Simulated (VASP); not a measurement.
# Au (Pm-3m) in VASP: notebook, part 3 of 3

VASP 6.6.1. Earlier steps stand in the parts before.

**4. Single point, PBEsol (volume scaled by 0.96)**

The input, INCAR:

```
ALGO     = Normal         # electronic algorithm
EDIFF    = 1E-6           # SCF threshold, eV
ENCUT    = 520            # plane-wave cutoff, eV
GGA      = PS             # functional
ISIF     = 2              # what is computed and relaxed
ISMEAR   = -1             # smearing method
LASPH    = True           # aspherical terms in the spheres
LCHARG   = True           # write CHGCAR
LELF     = True           # ELF
LREAL    = False          # projectors in reciprocal space
LVHAR    = True         
LWAVE    = False          # write WAVECAR
NBANDS   = 12             # bands
NELM     = 100            # most SCF steps
PREC     = Accurate       # precision mode
SIGMA    = 0.1            # smearing width, eV
```

The input, KPOINTS:

```
k-points
0
Gamma
  13 13 13
```

The input, POSCAR:

```
Au
1.0
    2.6578481991      0.0000000000      0.0000000000
    0.0000000000      2.6578481991      0.0000000000
    0.0000000000      0.0000000000      2.6578481991
Au
1
Direct
    0.0000000000      0.0000000000      0.0000000000
```

The run is started by

```
$ cat potpaw_PBE.64/Au/POTCAR > POTCAR
$ mpirun -np 1 vasp_std > vasp.out
```

It took 6.6 s on 1 thread of AMD EPYC 9R45 (Zen 5), shared host; peak memory 0.1 GiB.

The run converged. Its results:

| Property | Result |
| --- | --- |
| Free energy | -3.6439 eV |
| Pressure | 5.8 GPa |

Levels at points of the mesh, in eV from the Fermi level:
```tsv
k point	band 2	band 3	band 4	band 5	band 6	band 7	band 8	band 9	band 10	band 11
(0.00, 0.00, 0.00)	-6.28	-6.28	-1.33	-1.33	-1.33	14.43	14.43	14.43	19.68	22.28
```

Caveat: the cell differs from its parent crystal (volume scaled by 0.96); the PAW data sets were made with another functional, which shifts forces and pressure a little; spin-orbit coupling is left out, which moves the levels of the heavy elements.

**5. Single point, PBEsol**

This run uses another cell than the first one, of 19.56 Å³/atom, 1.136 times its volume.

The input, INCAR:

```
ALGO = Normal
EDIFF = 1E-6
ENCUT = 520
GGA = PS
ISIF = 2
ISMEAR = -1
LASPH = True
LCHARG = False
LREAL = False
LWAVE = False
NBANDS = 12
NELM = 100
PREC = Accurate
SIGMA = 0.1
```

The input, KPOINTS:

```
k-points
0
Gamma
  12 12 12
```

The input, POSCAR:

```
Au
1.0
    2.6942616035      0.0000000000      0.0000000000
    0.0000000000      2.6942616035      0.0000000000
    0.0000000000      0.0000000000      2.6942616035
Au
1
Direct
    0.0000000000      0.0000000000      0.0000000000
```

The run is started by

```
$ cat potpaw_PBE.64/Au/POTCAR > POTCAR
$ mpirun -np 1 vasp_std > vasp.out
```

Run time: 6.5 s. Hardware: 1 thread of AMD EPYC 9R45 (Zen 5), shared host; peak memory 0.11 GiB.

The run converged. Its results:

```yaml
Free_energy: -3.6563 eV
Pressure: -0.2 GPa
```

Levels at points of the mesh, in eV from the Fermi level:
| k point | band 2 | band 3 | band 4 | band 5 | band 6 | band 7 | band 8 | band 9 |
| --- | --- | --- | --- | --- | --- | --- | --- | --- |
| (0.00, 0.00, 0.00) | -6.01 | -6.01 | -1.38 | -1.38 | -1.38 | 14.16 | 14.16 | 14.16 |
| (0.50, 0.00, 0.00) | -5.57 | -2.97 | -2.97 | -1.23 | -0.73 | 2.33 | 16.40 | 18.73 |
| (0.50, 0.50, 0.00) | -5.19 | -2.69 | -2.69 | -0.14 | 3.79 | 3.79 | 6.95 | 11.75 |
| (0.50, 0.50, 0.50) | -5.22 | -5.22 | -0.04 | -0.04 | 8.67 | 8.67 | 8.67 | 9.99 |

Caveat: the PAW data sets were made with another functional, which shifts forces and pressure a little; spin-orbit coupling is left out, which moves the levels of the heavy elements.

**6. Single point, PBEsol**

This run uses another cell than the first one, of 19.56 Å³/atom, 1.136 times its volume.

The input, INCAR:

```
SYSTEM = Au
ALGO = Normal
EDIFF = 1E-7
ENCUT = 520
GGA = PS
ISIF = 2
ISMEAR = -1
LASPH = .True.
LCHARG = .False.
LREAL = .False.
LWAVE = .False.
NBANDS = 12
NELM = 80
PREC = Accurate
SIGMA = 0.1
```

The input, KPOINTS:

```
k-points
0
Gamma
  13 13 13
  0 0 0
```

POSCAR is that of step 5.

Potentials or basis: VASP PAW PBE potentials, release 64 (Au).

The run is started by

```
$ cat potpaw_PBE.64/Au/POTCAR > POTCAR
$ mpirun -np 1 vasp_std > vasp.out
```

OUTCAR:

```text
SYSTEM = Au
   EDIFF = 1E-7
   ENCUT = 520
   GGA = PS
   ISIF = 2
   ISMEAR = -1
   LASPH = .True.
   LREAL = .False.
   NELM = 80
   PREC = Accurate

 ion  position               nearest neighbor table
   1  0.000  0.000  0.000-

  LATTYP: Found a simple cubic cell.
 ALAT       =     2.6942616035

  Lattice vectors:

 A1 = (   2.6942616035,   0.0000000000,   0.0000000000)
 A2 = (   0.0000000000,   2.6942616035,   0.0000000000)
 A3 = (   0.0000000000,   0.0000000000,   2.6942616035)

Analysis of symmetry for initial positions (statically):
=====================================================================
 Subroutine PRICEL returns:
 Original cell was already a primitive cell.

 Routine SETGRP: Setting up the symmetry group for a
 simple cubic supercell.

 Subroutine GETGRP returns: Found 48 space group operations
 (whereof 48 operations were pure point group operations)
 out of a pool of 48 trial point group operations.

The static configuration has the point symmetry O_h .

Analysis of symmetry for dynamics (positions and initial velocities):
=====================================================================
[... 159 lines left out ...]
 fundamental gap:      0.3054596429
 Fermi energy:         6.7903205636

 k-point     1 :       0.0000    0.0000    0.0000
  band No.  band energies     occupation
      1      -1.4360      2.00000
      2       0.8483      2.00000
      3       0.8483      2.00000
      4       5.4767      2.00000
      5       5.4767      2.00000
      6       5.4767      2.00000
      7      21.0120      0.00000
      8      21.0120      0.00000
      9      21.0120      0.00000
     10      26.0491      0.00000
     11      28.6051      0.00000
     12      28.6051      0.00000
[... 331 lines left out ...]
 k-point    24 :       0.3846    0.3077    0.0000
  band No.  band energies     occupation
      1       1.3279      2.00000
      2       1.7356      2.00000
      3       4.1613      2.00000
      4       4.2389      2.00000
      5       4.5699      2.00000
      6       6.4089      1.95683
      7      12.7170      0.00000
      8      17.0705      0.00000
      9      22.0719      0.00000
     10      26.7744      0.00000
     11      29.0068      0.00000
     12      29.8147      0.00000

 [... further k-points ...]
[... 5 lines left out ...]
  --------------------------------------------------------------------------------------
  -------------------------------------------------------------------------------------
  Total       -0.0221501     -0.0221501     -0.0221501      0.0000000      0.0000000     -0.0000000
  in kB       -1.8145417     -1.8145417     -1.8145417      0.0000000      0.0000000     -0.0000000
  external PRESSURE =      -1.8145417 kB  Pullay stress =       0.0000000 kB

 VOLUME and BASIS-vectors are now :
 -----------------------------------------------------------------------------
  energy-cutoff  :      520.00
  volume of cell :       19.56
      direct lattice vectors                 reciprocal lattice vectors
     2.694261604  0.000000000  0.000000000     0.371159207  0.000000000  0.000000000
     0.000000000  2.694261604  0.000000000     0.000000000  0.371159207  0.000000000
     0.000000000  0.000000000  2.694261604     0.000000000  0.000000000  0.371159207

 POSITION                                       TOTAL-FORCE (eV/Angst)
 -----------------------------------------------------------------------------------
      0.00000      0.00000      0.00000         0.000000      0.000000      0.000000
 -----------------------------------------------------------------------------------
    total drift:                               -0.000000      0.000000     -0.000000

  FREE ENERGIE OF THE ION-ELECTRON SYSTEM (eV)
  ---------------------------------------------------
  free  energy   TOTEN  =        -3.6575305001 eV

  energy  without entropy=       -3.6457304334  energy(sigma->0) =       -3.65163047
```

It took 6.3 s on 1 thread of AMD EPYC 9R45 (Zen 5), shared host; peak memory 0.11 GiB.

What came out:

* Free energy: -3.6575 eV
* Pressure: -0.2 GPa

Caveat: the PAW data sets were made with another functional, which shifts forces and pressure a little; spin-orbit coupling is left out, which moves the levels of the heavy elements.

**7. Summary**

| cell | k mesh | gap on the mesh (eV) | pressure (GPa) |
| --- | --- | --- | --- |
| a = 2.582 Å, 1 atom | 13 × 13 × 13 | none | 23.6 |
| a = 2.620 Å, 1 atom | 13 × 13 × 13 | none | 13.6 |
| a = 2.658 Å, 1 atom | 13 × 13 × 13 | none | 5.8 |
| a = 2.694 Å, 1 atom | 12 × 12 × 12 | none | -0.2 |
| a = 2.694 Å, 1 atom | 13 × 13 × 13 | none | -0.2 |

Alike in all rows: task single point; level PBEsol; potentials or basis VASP PAW PBE potentials, release 64 (Au); no spin polarisation; cutoff (eV) 520; smearing fermi-dirac 0.1 eV.

Caveats: the PAW data sets were made with another functional, which shifts forces and pressure a little; spin-orbit coupling is left out, which moves the levels of the heavy elements.

Total energies depend on the potentials used, so only differences within one code and one set of settings carry meaning.
